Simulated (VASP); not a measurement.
# WSe2 (Pm) in VASP: single point with PBE+D3(BJ)

Aim: the single point of WSe2 with PBE+D3(BJ).

Everything below comes from runs of VASP 6.6.1. Logs are shortened: lines on timing, memory, paths and dates and some standing lists are left out, and cuts for length are marked.

## 1. The cell of the first run

Symmetry: Pm, No. 6, monoclinic system. The conventional cell has a = 3.279 Å, b = 12.788 Å, c = 3.279 Å, α = 90.00°, β = 120.00°, γ = 90.00°. Within 3.0 Å of W (site symmetry m) lie 4 Se at 2.31 to 2.40 Å. W (site symmetry m) has 6 Se at 2.53 Å and 6 W at 3.28 Å within 3.3 Å. Se (site symmetry 1) has 3 W at 2.53 Å and 7 Se at 3.28 to 3.37 Å within 3.4 Å. Within 3.0 Å of Se (site symmetry 1) lie 2 W at 2.31 to 2.40 Å.

## 2. Single point, PBE+D3(BJ) (atom 1 (W) moved by -0.840 Å along [1 0 0] and +0.560 Å along [1 2 0])

INCAR

```
PREC = Accurate
ENCUT = 520
EDIFF = 1E-7
ISMEAR = 0
SIGMA = 0.05
LREAL = F
LASPH = T
NELM = 80
ALGO = Normal
ISIF = 2
LWAVE = F
LCHARG = F
GGA = PE
IVDW = 12
NBANDS = 35
```

KPOINTS

```
regular mesh
0
Gamma
  9 9 2
```

POSCAR

```
WSe2
1.0
    3.2790216039      0.0000000000      0.0000000000
   -1.6395108019      2.8397160085      0.0000000000
    0.0000000000      0.0000000000     12.7878979243
W Se
2 4
Direct
    0.1757607670      0.8638694849      0.2500000000
    0.6666666667      0.3333333333      0.7500000000
    0.3333333333      0.6666666667      0.6182859564
    0.6666666667      0.3333333333      0.1182859564
    0.3333333333      0.6666666667      0.8817140436
    0.6666666667      0.3333333333      0.3817140436
```

Potentials or basis: VASP PAW PBE potentials, release 64 (W_sv, Se).

Launch:

```bash
> cat potpaw_PBE.64/W_sv/POTCAR potpaw_PBE.64/Se/POTCAR > POTCAR
> mpirun -np 1 vasp_std > vasp.out
```

OUTCAR:

```text
PREC = Accurate
   ENCUT = 520
   EDIFF = 1E-7
   ISMEAR = 0
   LREAL = F
   LASPH = T
   NELM = 80
   ISIF = 2
   GGA = PE
   IVDW = 12
 IVDW          = 12

 ion  position               nearest neighbor table
   1  0.176  0.864  0.250-   4 2.31   6 2.31   4 2.40   6 2.40
   2  0.667  0.333  0.750-   3 2.53   5 2.53   3 2.53   5 2.53   3 2.53   5 2.53
   3  0.333  0.667  0.618-   2 2.53   2 2.53   2 2.53
   4  0.667  0.333  0.118-   1 2.31   1 2.40
   5  0.333  0.667  0.882-   2 2.53   2 2.53   2 2.53
   6  0.667  0.333  0.382-   1 2.31   1 2.40

  LATTYP: Found a hexagonal cell.
 ALAT       =     3.2790216039
 C/A-ratio  =     3.8999126779

  Lattice vectors:

 A1 = (   3.2790216039,   0.0000000000,   0.0000000000)
 A2 = (  -1.6395108019,   2.8397160085,   0.0000000000)
 A3 = (   0.0000000000,   0.0000000000,  12.7878979243)

Analysis of symmetry for initial positions (statically):
=====================================================================
 Subroutine PRICEL returns:
 Original cell was already a primitive cell.

 Routine SETGRP: Setting up the symmetry group for a
 hexagonal supercell.

 Subroutine GETGRP returns: Found  2 space group operations
 (whereof  1 operations were pure point group operations)
 out of a pool of 24 trial point group operations.

The static configuration has the point symmetry C_1 .
 The point group associated with its full space group is C_1h.

Analysis of symmetry for dynamics (positions and initial velocities):
=====================================================================
 Subroutine PRICEL returns:
 Original cell was already a primitive cell.

 Routine SETGRP: Setting up the symmetry group for a
 hexagonal supercell.

 Subroutine GETGRP returns: Found  2 space group operations
 (whereof  1 operations were pure point group operations)
 out of a pool of 24 trial point group operations.

The dynamic configuration has the point symmetry C_1 .
 The point group associated with its full space group is C_1h.

 Subroutine INISYM returns: Found  2 space group operations
 (whereof  1 operations are pure point group operations),
 and found     1 'primitive' translations

----------------------------------------------------------------------------------------

                                     Primitive cell

  volume of cell :     119.0744

  direct lattice vectors                    reciprocal lattice vectors
     3.279021604  0.000000000  0.000000000     0.304969018  0.176073945  0.000000000
    -1.639510802  2.839716008  0.000000000     0.000000000  0.352147890  0.000000000
     0.000000000  0.000000000 12.787897924     0.000000000  0.000000000  0.078198935

  length of vectors
     3.279021604  3.279021604 12.787897924     0.352147890  0.352147890  0.078198935

  position of ions in fractional coordinates (direct lattice)
     0.175760767  0.863869485  0.250000000
     0.666666667  0.333333333  0.750000000
     0.333333333  0.666666667  0.618285956
     0.666666667  0.333333333  0.118285956
     0.333333333  0.666666667  0.881714044
     0.666666667  0.333333333  0.381714044

  ion indices of the primitive-cell ions
   primitive index   ion index
                 1           1
                 2           2
                 3           3
                 4           4
                 5           5
                 6           6

----------------------------------------------------------------------------------------

 KPOINTS: regular mesh

Automatic generation of k-mesh.
 Grid dimensions read from file:
 generate k-points for:    9    9    2

 Generating k-lattice:

  Cartesian coordinates                     Fractional coordinates (reciprocal lattice)
     0.033885446  0.019563772  0.000000000     0.111111111  0.000000000  0.000000000
     0.000000000  0.039127543  0.000000000     0.000000000  0.111111111  0.000000000
     0.000000000  0.000000000  0.039099468     0.000000000  0.000000000  0.500000000

  Length of vectors
     0.039127543  0.039127543  0.039099468

  Shift w.r.t. Gamma in fractional coordinates (k-lattice)
     0.000000000  0.000000000  0.000000000

 Subroutine IBZKPT returns following result:
 ===========================================

 Found     82 irreducible k-points:

 Following reciprocal coordinates:
            Coordinates               Weight
  0.000000  0.000000  0.000000      1.000000
  0.111111 -0.000000  0.000000      2.000000
  0.000000  0.111111  0.000000      2.000000
 -0.111111  0.111111  0.000000      2.000000
  0.222222  0.000000  0.000000      2.000000
  0.000000  0.222222  0.000000      2.000000
[... 16 lines left out ...]
  0.333333  0.111111  0.000000      2.000000
 -0.111111  0.444444  0.000000      2.000000
 [... further k-points ...]
   k-points           NKPTS =     82   k-points in BZ     NKDIM =     82   number of bands    NBANDS=     35
   number of dos      NEDOS =    301   number of ions     NIONS =      6
   total plane-waves  NPLWV =  55296
   dimension x,y,z NGX =    24 NGY =   24 NGZ =   96
   dimension x,y,z NGXF=    48 NGYF=   48 NGZF=  192
   ions per type =               2   4
   NGX,Y,Z   is equivalent  to a cutoff of  12.17, 12.17, 12.48 a.u.
   NGXF,Y,Z  is equivalent  to a cutoff of  24.34, 24.34, 24.96 a.u.
 SYSTEM =  unknown system
   PREC   = accura    normal or accurate (medium, high low for compatibility)
   ISTART =      0    job   : 0-new  1-cont  2-samecut
   ICHARG =      2    charge: 1-file 2-atom 10-const
   ISPIN  =      1    spin polarized calculation?
   LNONCOLLINEAR =      F non collinear calculations
   LSORBIT =      F    spin-orbit coupling
   LASPH  =      T    aspherical Exc in radial PAW
   ENCUT  =  520.0 eV  38.22 Ry    6.18 a.u.   6.10  6.10 23.78*2*pi/ulx,y,z
   NELM   =     80;   NELMIN=  2; NELMDL= -5     # of ELM steps
   EDIFF  = 0.1E-06   stopping-criterion for ELM
   LREAL  =      F    real-space projection
   EDIFFG = 0.1E-05   stopping-criterion for IOM
   NSW    =      0    number of steps for IOM
   IBRION =     -1    ionic relax: 0-MD 1-quasi-New 2-CG
   NFREE  =      0    steps in history (QN), initial steepest desc. (CG)
   ISIF   =      2    stress and relaxation
   ISYM   =      2    0-nonsym 1-usesym 2-fastsym
   POTIM  = 0.5000    time-step for ionic-motion
   TEBEG  =    0.0;   TEEND  =   0.0 temperature during run
   PSTRESS=    0.0 pullay stress
   NELECT =      52.0000    total number of electrons
   NUPDOWN=      -1.0000    fix difference up-down
   EMIN   =  10.00;   EMAX   =-10.00  energy-range for DOS
   EFERMI =   0.00;   METHOD = LEGACY
   ISMEAR =     0;   SIGMA  =   0.05  broadening in eV -4-tet -1-fermi 0-gaus
   EFERMI_NEDOS =   21; number of points for ismear=-14 and -15
   IALGO  =     38    algorithm
   IMIX   =      4    mixing-type and parameters
     AMIX     =   0.40;   BMIX     =  1.00
     AMIX_MAG =   1.60;   BMIX_MAG =  1.00
  volume/ion in A,a.u.               =      19.85       133.93
  Fermi-wavevector in a.u.,A,eV,Ry     =   1.242043  2.347120 20.989298  1.542670
  Thomas-Fermi vector in A             =   2.376414
   LORBIT       =      0    0 simple, 1 ext, 2 COOP (PROOUT), +10 PAW based schemes
   GGA     = PE    functional components
   LHFCALC =     F    Hartree Fock is set to
   AEXX    =    0.0000 exact exchange contribution
   IVDW    =    12    specifies the selected vdW correction
   LEPSILON=     F    determine dielectric tensor
   LRPA    =     F    only Hartree local field effects (RPA)
 non-spin polarized calculation
 Gauss-broadening in eV      SIGMA  =   0.05
  energy-cutoff  :      520.00
  volume of cell :      119.07
 maximum number of plane-waves:      3246
   NGX = 13   NGY = 13   NGZ = 47

 number of electron      51.9999991 magnetization

 Free energy of the ion-electron system (eV)
  ---------------------------------------------------
  ext. energy  EPLUGINS =         0.00000000
  ---------------------------------------------------
  free energy    TOTEN  =       -39.52055179 eV

  energy without entropy =      -39.51302772  energy(sigma->0) =      -39.51678975

 E-fermi :   6.9795     XC(G=0): -10.8913

 val. band max:        6.9791405574   @ k =   0.3333   0.0000   0.5000
 cond. band min:       6.9820267497   @ k =   0.2222   0.3333   0.0000
 fundamental gap:      0.0028861923
 Fermi energy:         6.9794759847

 k-point     1 :       0.0000    0.0000    0.0000
  band No.  band energies     occupation
      1     -67.7743      2.00000
      2     -67.6927      2.00000
      3     -32.0905      2.00000
      4     -32.0476      2.00000
      5     -32.0301      2.00000
      6     -31.8894      2.00000
[... 27 lines left out ...]
     34      11.3542      0.00000
     35      12.2456      0.00000

 k-point     2 :       0.1111   -0.0000    0.0000
  band No.  band energies     occupation
      1     -67.7731      2.00000
      2     -67.6914      2.00000
      3     -32.0838      2.00000
      4     -32.0758      2.00000
      5     -32.0247      2.00000
      6     -31.9166      2.00000
[... 27 lines left out ...]
     34      11.4874      0.00000
     35      12.2668      0.00000

 k-point     3 :       0.0000    0.1111    0.0000
  band No.  band energies     occupation
      1     -67.7731      2.00000
      2     -67.6914      2.00000
      3     -32.0838      2.00000
      4     -32.0757      2.00000
      5     -32.0247      2.00000
      6     -31.9168      2.00000
[... 27 lines left out ...]
     34      11.5049      0.00000
     35      12.2652      0.00000
[... 723 lines left out ...]
 k-point    23 :       0.3333    0.1111    0.0000
  band No.  band energies     occupation
      1     -67.7644      2.00000
      2     -67.6819      2.00000
      3     -32.2763      2.00000
      4     -32.0946      2.00000
      5     -32.0364      2.00000
      6     -31.9875      2.00000
[... 27 lines left out ...]
     34      11.5519      0.00000
     35      12.4744      0.00000

 k-point    24 :      -0.1111    0.4444    0.0000
  band No.  band energies     occupation
      1     -67.7644      2.00000
      2     -67.6823      2.00000
      3     -32.2413      2.00000
      4     -32.0936      2.00000
      5     -32.0415      2.00000
      6     -31.9875      2.00000
[... 27 lines left out ...]
     34      11.4003      0.00000
     35      11.7063      0.00000

 [... further k-points ...]

------------------------ aborting loop because EDIFF is reached ----------------------------------------

 Edisp (eV)   -2.85441

 E8    (eV) :    -1.2735

  FORCE on cell =-STRESS in cart. coord.  units (eV):
  Direction    XX          YY          ZZ          XY          YZ          ZX
  --------------------------------------------------------------------------------------
  -------------------------------------------------------------------------------------
  Total       2.92947     6.42979    12.19358     3.47217     0.00000     0.00000
  in kB      39.41684    86.51453   164.06781    46.71891     0.00000     0.00000
  external pressure =       96.67 kB  Pullay stress =        0.00 kB

 VOLUME and BASIS-vectors are now :
 -----------------------------------------------------------------------------
  energy-cutoff  :      520.00
  volume of cell :      119.07
      direct lattice vectors                 reciprocal lattice vectors
     3.279021604  0.000000000  0.000000000     0.304969018  0.176073945  0.000000000
    -1.639510802  2.839716008  0.000000000     0.000000000  0.352147890  0.000000000
     0.000000000  0.000000000 12.787897924     0.000000000  0.000000000  0.078198935

 POSITION                                       TOTAL-FORCE (eV/Angst)
 -----------------------------------------------------------------------------------
     -0.84000      2.45314      3.19697        -1.466696     -0.281662      0.000000
      1.63951      0.94657      9.59092         0.002303     -0.000378      0.000000
     -0.00000      1.89314      7.90658         0.003370      0.003160     -0.105403
      1.63951      0.94657      1.51263         0.728826      0.137860     -3.722626
     -0.00000      1.89314     11.27527         0.003370      0.003160      0.105403
      1.63951      0.94657      4.88132         0.728826      0.137860      3.722626
 -----------------------------------------------------------------------------------
    total drift:                               -0.000431      0.000398     -0.000000

  FREE ENERGIE OF THE ION-ELECTRON SYSTEM (eV)
  ---------------------------------------------------
  free  energy   TOTEN  =       -42.3749578331 eV

  energy  without entropy=      -42.3674337625  energy(sigma->0) =      -42.37119580
```

Wall time 2.4 min (1 thread of AMD EPYC 9R45 (Zen 5), shared host); peak memory 0.39 GiB.

Results:

```
Free energy                : -42.3750 eV
Pressure                   : 9.7 GPa
Largest force              : 3.796 eV/Å
Band gap on the k mesh     : zero (bands 26 and 27 overlap by 0.26 eV)
Dispersion energy per atom : -0.476 eV
```

Forces in eV/Å, atoms in the order of the input:
```
W   -1.467 -0.282  0.000
W    0.002  0.000  0.000
Se   0.003  0.003 -0.105
Se   0.729  0.138 -3.723
Se   0.003  0.003  0.105
Se   0.729  0.138  3.723
```

Stress tensor (GPa, compression positive):
```
 3.94  4.67  0.00
 4.67  8.65  0.00
 0.00  0.00 16.41
```

Caveat: the cell differs from its parent crystal (atom 1 (W) moved by -0.840 Å along [1 0 0] and +0.560 Å along [1 2 0]); the stress differs along the axes, from 4 to 16 GPa; spin-orbit coupling is left out, which moves the levels of the heavy elements; forces of over 1 eV/Å act on the atoms, so gaps and moduli don't describe the material at rest.
